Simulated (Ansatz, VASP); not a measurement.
One calculation of CaO, two programs

```
Ca O
1.0
     2.93395    0.00000    0.00000
     0.00000    2.93395    0.00000
     0.00000    0.00000    2.93535
Ca O
1 1
Direct
  0.50000 0.50000 0.50000
  0.00000 0.00000 0.00000
```

Change from the starting cell: species swapped into the ZrIr type (P4/mmm, No. 123).

Alike in both runs: functional PBE; k mesh 6 × 6 × 4; occupations gaussian, width 0.1 eV; no spin polarisation.

Ansatz relaxed the structure, and its values are those at the end. VASP's run is a single point on that final structure, the one shown.

|  | VASP | Ansatz |
| --- | --- | --- |
| version | VASP 6.6.1 | Ansatz 0.2.0 |
| potentials or method | VASP PAW PBE potentials, release 64 (Ca_sv, O), cutoff 520 eV | scalar-relativistic, plane waves, PAW |
| valence electrons in the cell | 16 | 16 |

|  | VASP | Ansatz | Ansatz less VASP |
| --- | --- | --- | --- |
| gap on the k mesh at the Fermi level (eV) | 2.76 | 2.77 | +0.013 |
| least direct gap on the mesh (eV) | 3.07 | 3.08 | +0.013 |
| pressure (GPa) | 0.6 | 0.0 | -0.58 |

The k mesh is coarse, so the values compare programs but aren't converged.
